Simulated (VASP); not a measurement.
# InC3S (Pm-3m) in VASP: further runs

Runs on InC3S. Level: PBE. Tasks: single point, relaxation of cell and atoms.

Program: VASP 6.6.1. These are calculated values, not measurements. Logs are shortened: lines on timing, memory, paths and dates and some standing lists are left out, and cuts for length are marked.

## (1) The cell of the first run

Symmetry: Pm-3m, No. 221, cubic system. The conventional cell has a = 3.747 Å, b = 3.747 Å, c = 3.747 Å, α = 90.00°, β = 90.00°, γ = 90.00°. Within 3.5 Å of In (site symmetry m-3m) lie 12 C at 2.65 Å and 8 S at 3.25 Å. Within 2.5 Å of C (site symmetry 4/mmm) lie 2 S at 1.87 Å. Within 2.5 Å of S (site symmetry m-3m) lie 6 C at 1.87 Å.

## (2) Single point, PBE

INCAR

```
SYSTEM = InC3S
ALGO     = Normal         ! electronic algorithm
EDIFF    = 1E-7           ! SCF threshold, eV
ENCUT    = 520            ! plane-wave cutoff, eV
GGA      = PE             ! functional
ISIF     = 2              ! what is computed and relaxed
ISMEAR   = 0              ! smearing method
LASPH    = .True.         ! aspherical terms in the spheres
LCHARG   = .False.        ! write CHGCAR
LREAL    = .False.        ! projectors in reciprocal space
LWAVE    = .False.        ! write WAVECAR
NBANDS   = 24             ! bands
NELM     = 100            ! most SCF steps
PREC     = Accurate       ! precision mode
SIGMA    = 0.1            ! smearing width, eV
```

KPOINTS

```
k-points
0
Gamma
  4 4 4
  0 0 0
```

POSCAR

```
InC3S
1.0
    3.7472708181      0.0000000000      0.0000000000
    0.0000000000      3.7472708181      0.0000000000
    0.0000000000      0.0000000000      3.7472708181
In C S
1 3 1
Direct
    0.0000000000      0.0000000000      0.0000000000
    0.0000000000      0.5000000000      0.5000000000
    0.5000000000      0.5000000000      0.0000000000
    0.5000000000      0.0000000000      0.5000000000
    0.5000000000      0.5000000000      0.5000000000
```

Potentials or basis: VASP PAW PBE potentials, release 64 (In_d, C, S).

The run is started by

```sh
> cat potpaw_PBE.64/In_d/POTCAR potpaw_PBE.64/C/POTCAR potpaw_PBE.64/S/POTCAR > POTCAR
> mpirun -np 1 vasp_std > vasp.out
```

OUTCAR:

```text
SYSTEM = InC3S
   EDIFF = 1E-7
   ENCUT = 520
   GGA = PE
   ISIF = 2
   ISMEAR = 0
   LASPH = .True.
   LREAL = .False.
   NELM = 100
   PREC = Accurate

 ion  position               nearest neighbor table
   1  0.000  0.000  0.000-   2 2.65   3 2.65   4 2.65   2 2.65   4 2.65   2 2.65   3 2.65   2 2.65
                             3 2.65   4 2.65   4 2.65   3 2.65   5 3.25   5 3.25   5 3.25   5 3.25
   2  0.000  0.500  0.500-   5 1.87   5 1.87   1 2.65   1 2.65   1 2.65   1 2.65
   3  0.500  0.500  0.000-   5 1.87   5 1.87   1 2.65   1 2.65   1 2.65   1 2.65
   4  0.500  0.000  0.500-   5 1.87   5 1.87   1 2.65   1 2.65   1 2.65   1 2.65
   5  0.500  0.500  0.500-   2 1.87   3 1.87   4 1.87   3 1.87   4 1.87   2 1.87   1 3.25   1 3.25
                             1 3.25   1 3.25   1 3.25   1 3.25   1 3.25   1 3.25

  LATTYP: Found a simple cubic cell.
 ALAT       =     3.7472708181

  Lattice vectors:

 A1 = (   3.7472708181,   0.0000000000,   0.0000000000)
 A2 = (   0.0000000000,   3.7472708181,   0.0000000000)
 A3 = (   0.0000000000,   0.0000000000,   3.7472708181)

Analysis of symmetry for initial positions (statically):
=====================================================================
 Subroutine PRICEL returns:
 Original cell was already a primitive cell.

 Routine SETGRP: Setting up the symmetry group for a
 simple cubic supercell.

 Subroutine GETGRP returns: Found 48 space group operations
 (whereof 48 operations were pure point group operations)
 out of a pool of 48 trial point group operations.

The static configuration has the point symmetry O_h .

Analysis of symmetry for dynamics (positions and initial velocities):
=====================================================================
 Subroutine PRICEL returns:
 Original cell was already a primitive cell.

 Routine SETGRP: Setting up the symmetry group for a
 simple cubic supercell.

 Subroutine GETGRP returns: Found 48 space group operations
 (whereof 48 operations were pure point group operations)
 out of a pool of 48 trial point group operations.

The dynamic configuration has the point symmetry O_h .

 Subroutine INISYM returns: Found 48 space group operations
 (whereof 48 operations are pure point group operations),
 and found     1 'primitive' translations

----------------------------------------------------------------------------------------

                                     Primitive cell

  volume of cell :      52.6193

  direct lattice vectors                    reciprocal lattice vectors
     3.747270818  0.000000000  0.000000000     0.266860883  0.000000000  0.000000000
     0.000000000  3.747270818  0.000000000     0.000000000  0.266860883  0.000000000
     0.000000000  0.000000000  3.747270818     0.000000000  0.000000000  0.266860883

  length of vectors
     3.747270818  3.747270818  3.747270818     0.266860883  0.266860883  0.266860883

  position of ions in fractional coordinates (direct lattice)
     0.000000000  0.000000000  0.000000000
     0.000000000  0.500000000  0.500000000
     0.500000000  0.500000000  0.000000000
     0.500000000  0.000000000  0.500000000
     0.500000000  0.500000000  0.500000000

  ion indices of the primitive-cell ions
   primitive index   ion index
                 1           1
                 2           2
                 3           3
                 4           4
                 5           5

----------------------------------------------------------------------------------------

 KPOINTS: k-points

Automatic generation of k-mesh.
 Grid dimensions read from file:
 generate k-points for:    4    4    4

 Generating k-lattice:

  Cartesian coordinates                     Fractional coordinates (reciprocal lattice)
     0.066715221  0.000000000  0.000000000     0.250000000  0.000000000  0.000000000
     0.000000000  0.066715221  0.000000000     0.000000000  0.250000000  0.000000000
     0.000000000  0.000000000  0.066715221     0.000000000  0.000000000  0.250000000

  Length of vectors
     0.066715221  0.066715221  0.066715221

  Shift w.r.t. Gamma in fractional coordinates (k-lattice)
     0.000000000  0.000000000  0.000000000

 Subroutine IBZKPT returns following result:
 ===========================================

 Found     10 irreducible k-points:

 Following reciprocal coordinates:
            Coordinates               Weight
  0.000000  0.000000  0.000000      1.000000
  0.250000  0.000000  0.000000      6.000000
  0.500000  0.000000  0.000000      3.000000
  0.250000  0.250000  0.000000     12.000000
  0.500000  0.250000  0.000000     12.000000
  0.500000  0.500000  0.000000      3.000000
  0.250000  0.250000  0.250000      8.000000
  0.500000  0.250000  0.250000     12.000000
  0.500000  0.500000  0.250000      6.000000
  0.500000  0.500000  0.500000      1.000000
   k-points           NKPTS =     10   k-points in BZ     NKDIM =     10   number of bands    NBANDS=     24
   number of dos      NEDOS =    301   number of ions     NIONS =      5
   total plane-waves  NPLWV =  21952
   dimension x,y,z NGX =    28 NGY =   28 NGZ =   28
   dimension x,y,z NGXF=    56 NGYF=   56 NGZF=   56
   ions per type =               1   3   1
   NGX,Y,Z   is equivalent  to a cutoff of  12.42, 12.42, 12.42 a.u.
   NGXF,Y,Z  is equivalent  to a cutoff of  24.84, 24.84, 24.84 a.u.
 SYSTEM =  InC3S
   PREC   = accura    normal or accurate (medium, high low for compatibility)
   ISTART =      0    job   : 0-new  1-cont  2-samecut
   ICHARG =      2    charge: 1-file 2-atom 10-const
   ISPIN  =      1    spin polarized calculation?
   LNONCOLLINEAR =      F non collinear calculations
   LSORBIT =      F    spin-orbit coupling
   LASPH  =      T    aspherical Exc in radial PAW
   ENCUT  =  520.0 eV  38.22 Ry    6.18 a.u.   6.97  6.97  6.97*2*pi/ulx,y,z
   NELM   =    100;   NELMIN=  2; NELMDL= -5     # of ELM steps
   EDIFF  = 0.1E-06   stopping-criterion for ELM
   LREAL  =      F    real-space projection
   EDIFFG = 0.1E-05   stopping-criterion for IOM
   NSW    =      0    number of steps for IOM
   IBRION =     -1    ionic relax: 0-MD 1-quasi-New 2-CG
   NFREE  =      0    steps in history (QN), initial steepest desc. (CG)
   ISIF   =      2    stress and relaxation
   ISYM   =      2    0-nonsym 1-usesym 2-fastsym
   POTIM  = 0.5000    time-step for ionic-motion
   TEBEG  =    0.0;   TEEND  =   0.0 temperature during run
   PSTRESS=    0.0 pullay stress
   NELECT =      31.0000    total number of electrons
   NUPDOWN=      -1.0000    fix difference up-down
   EMIN   =  10.00;   EMAX   =-10.00  energy-range for DOS
   EFERMI =   0.00;   METHOD = LEGACY
   ISMEAR =     0;   SIGMA  =   0.10  broadening in eV -4-tet -1-fermi 0-gaus
   EFERMI_NEDOS =   21; number of points for ismear=-14 and -15
   IALGO  =     38    algorithm
   IMIX   =      4    mixing-type and parameters
     AMIX     =   0.40;   BMIX     =  1.00
     AMIX_MAG =   1.60;   BMIX_MAG =  1.00
  volume/ion in A,a.u.               =      10.52        71.02
  Fermi-wavevector in a.u.,A,eV,Ry     =   1.372399  2.593458 25.626279  1.883478
  Thomas-Fermi vector in A             =   2.498009
   LORBIT       =      0    0 simple, 1 ext, 2 COOP (PROOUT), +10 PAW based schemes
   GGA     = PE    functional components
   LHFCALC =     F    Hartree Fock is set to
   AEXX    =    0.0000 exact exchange contribution
   IVDW    =     0    specifies the selected vdW correction
   LEPSILON=     F    determine dielectric tensor
   LRPA    =     F    only Hartree local field effects (RPA)
 non-spin polarized calculation
 Gauss-broadening in eV      SIGMA  =   0.10
  energy-cutoff  :      520.00
  volume of cell :       52.62
 maximum number of plane-waves:      1452
 NGX is ok and might be reduce to    28
   NGX = 13   NGY = 13   NGZ = 13

 number of electron      31.0000004 magnetization

 Free energy of the ion-electron system (eV)
  ---------------------------------------------------
  ext. energy  EPLUGINS =         0.00000000
  ---------------------------------------------------
  free energy    TOTEN  =       -22.53479630 eV

  energy without entropy =      -22.53134604  energy(sigma->0) =      -22.53307117

 E-fermi :   9.3279     XC(G=0): -12.1980

 val. band max:        9.2579922173   @ k =   0.2500   0.0000   0.0000
 cond. band min:       9.7112840939   @ k =   0.0000   0.0000   0.0000
 fundamental gap:      0.4532918766
 Fermi energy:         9.3279417720

 k-point     1 :       0.0000    0.0000    0.0000
  band No.  band energies     occupation
      1      -9.9168      2.00000
      2      -4.7195      2.00000
      3      -4.7195      2.00000
      4      -4.4869      2.00000
      5      -4.4869      2.00000
      6      -4.4869      2.00000
[... 16 lines left out ...]
     23      19.2110      0.00000
     24      19.2110      0.00000

 k-point     2 :       0.2500    0.0000    0.0000
  band No.  band energies     occupation
      1      -9.5992      2.00000
      2      -4.7249      2.00000
      3      -4.6802      2.00000
      4      -4.5571      2.00000
      5      -4.5571      2.00000
      6      -4.4833      2.00000
[... 16 lines left out ...]
     23      18.4347      0.00000
     24      19.6023      0.00000

 k-point     3 :       0.5000    0.0000    0.0000
  band No.  band energies     occupation
      1      -9.1905      2.00000
      2      -4.9606      2.00000
      3      -4.6399      2.00000
      4      -4.6235      2.00000
      5      -4.6235      2.00000
      6      -4.4797      2.00000
[... 16 lines left out ...]
     23      17.9384      0.00000
     24      17.9384      0.00000
[... 136 lines left out ...]
 k-point     9 :       0.5000    0.5000    0.2500
  band No.  band energies     occupation
      1      -8.2993      2.00000
      2      -4.9224      2.00000
      3      -4.9224      2.00000
      4      -4.6721      2.00000
      5      -4.4889      2.00000
      6      -4.3982      2.00000
[... 16 lines left out ...]
     23      19.0907      0.00000
     24      19.0973      0.00000

 k-point    10 :       0.5000    0.5000    0.5000
  band No.  band energies     occupation
      1      -7.8448      2.00000
      2      -5.1241      2.00000
      3      -5.1241      2.00000
      4      -5.1241      2.00000
      5      -4.3929      2.00000
      6      -4.3929      2.00000
[... 16 lines left out ...]
     23      19.7915      0.00000
     24      19.7915      0.00000

------------------------ aborting loop because EDIFF is reached ----------------------------------------

  FORCE on cell =-STRESS in cart. coord.  units (eV):
  Direction    XX          YY          ZZ          XY          YZ          ZX
  --------------------------------------------------------------------------------------
  -------------------------------------------------------------------------------------
  Total       -0.1555136     -0.1555136     -0.1555136      0.0000000     -0.0000000      0.0000000
  in kB       -4.7351503     -4.7351503     -4.7351503      0.0000000     -0.0000000      0.0000000
  external PRESSURE =      -4.7351503 kB  Pullay stress =       0.0000000 kB

 VOLUME and BASIS-vectors are now :
 -----------------------------------------------------------------------------
  energy-cutoff  :      520.00
  volume of cell :       52.62
      direct lattice vectors                 reciprocal lattice vectors
     3.747270818  0.000000000  0.000000000     0.266860883  0.000000000  0.000000000
     0.000000000  3.747270818  0.000000000     0.000000000  0.266860883  0.000000000
     0.000000000  0.000000000  3.747270818     0.000000000  0.000000000  0.266860883

 POSITION                                       TOTAL-FORCE (eV/Angst)
 -----------------------------------------------------------------------------------
      0.00000      0.00000      0.00000         0.000000      0.000000      0.000000
      0.00000      1.87364      1.87364         0.000000      0.000000      0.000000
      1.87364      1.87364      0.00000         0.000000      0.000000      0.000000
      1.87364      0.00000      1.87364         0.000000      0.000000      0.000000
      1.87364      1.87364      1.87364         0.000000      0.000000      0.000000
 -----------------------------------------------------------------------------------
    total drift:                               -0.000000      0.000000      0.000000

  FREE ENERGIE OF THE ION-ELECTRON SYSTEM (eV)
  ---------------------------------------------------
  free  energy   TOTEN  =       -22.5347962990 eV

  energy  without entropy=      -22.5313460374  energy(sigma->0) =      -22.53307117
```

It took 13 s on 1 thread of Intel Xeon Platinum 8375C at 2.90GHz (Ice Lake), shared host; peak memory 0.16 GiB.

What came out:

* Free energy: -22.5348 eV
* Pressure: -0.5 GPa

Caveat: the k points lie up to 0.42 Å⁻¹ apart; spin-orbit coupling is left out, which moves the levels of the heavy elements.

## (3) Relaxation of cell and atoms, PBE

This run uses another cell than the first one, of 17.31 Å³/atom, 1.645 times its volume.

INCAR

```
PREC = Accurate
ENCUT = 600
EDIFF = 1E-7
ISMEAR = 0
SIGMA = 0.1
LREAL = False
LASPH = True
NELM = 100
ALGO = Normal
ISIF = 3
LWAVE = False
LCHARG = False
GGA = PE
IBRION = 2
NSW = 90
EDIFFG = -0.04
```

KPOINTS

```
regular mesh
0
Gamma
  4 4 4
```

Edit POSCAR of step 2 so:

```diff
@@ -2,5 +2,5 @@
 1.0
-    3.7472708181      0.0000000000      0.0000000000
-    0.0000000000      3.7472708181      0.0000000000
-    0.0000000000      0.0000000000      3.7472708181
+    4.4236474100      0.0000000000      0.0000000000
+    0.0000000000      4.4236474100      0.0000000000
+    0.0000000000      0.0000000000      4.4236474100
 In C S
```

Potentials or basis: VASP PAW PBE potentials, release 64 (In_d, C, S).

The run is started by

```sh
> cat potpaw_PBE.64/In_d/POTCAR potpaw_PBE.64/C/POTCAR potpaw_PBE.64/S/POTCAR > POTCAR
> mpirun -np 1 vasp_std > vasp.out
```

It took 2.9 min on 1 thread of Intel Xeon Platinum 8375C at 2.90GHz (Ice Lake), shared host; peak memory 0.24 GiB.

It converged, with:

- Free energy: -22.5618 eV
- Relaxed volume: 10.51 Å³/atom
- Relaxed cell: a = 3.745 Å, b = 3.745 Å, c = 3.745 Å, α = 90.00°, β = 90.00°, γ = 90.00°
- Space group after relaxing (to 0.05 Å): Pm-3m (No. 221)
- Energy gained by relaxing: 786.4 meV/atom
- Ionic steps: 7
- Pressure after relaxing: -0.2 GPa

Step by step:
| step | energy change (eV) | largest force (eV/Å) | pressure (GPa) | volume (Å³) |
| --- | --- | --- | --- | --- |
| 1 | 0.0000 | 0.0000 | -18.24 | 86.56 |
| 2 | -3.0117 | 0.0000 | -20.75 | 64.14 |
| 3 | 45.9408 | 0.0000 | 1118.96 | 20.59 |
| 4 | -3.4022 | 0.0000 | -17.47 | 60.88 |
| 5 | -3.8335 | 0.0000 | 11.14 | 49.48 |
| 6 | -3.9271 | 0.0000 | -2.22 | 53.19 |
| 7 | -3.9321 | 0.0000 | -0.18 | 52.53 |

Final structure:
```xyz
5
Lattice="3.7450 0.0000 0.0000 0.0000 3.7450 0.0000 0.0000 0.0000 3.7450" Properties=species:S:1:pos:R:3 pbc="T T T"
In    0.0000    0.0000    0.0000
C     0.0000    1.8725    1.8725
C     1.8725    1.8725    0.0000
C     1.8725    0.0000    1.8725
S     1.8725    1.8725    1.8725
```

Levels at points of the mesh, in eV from the Fermi level:
```
           k point  band 13  band 14  band 15  band 16  band 17  band 18
(0.00, 0.00, 0.00)    -0.24    -0.24    -0.24     0.38     0.38     0.38
(0.50, 0.00, 0.00)    -2.33    -2.33    -0.46     0.80     0.80     1.53
(0.50, 0.50, 0.00)    -1.47    -1.25    -1.25    -0.98     2.94     2.94
(0.50, 0.50, 0.50)    -2.30    -0.91    -0.91     2.88     3.77     3.77
```

Caveat: the volume moved by over 15 % at a fixed basis, so the end points are rough; spin-orbit coupling is left out, which moves the levels of the heavy elements.
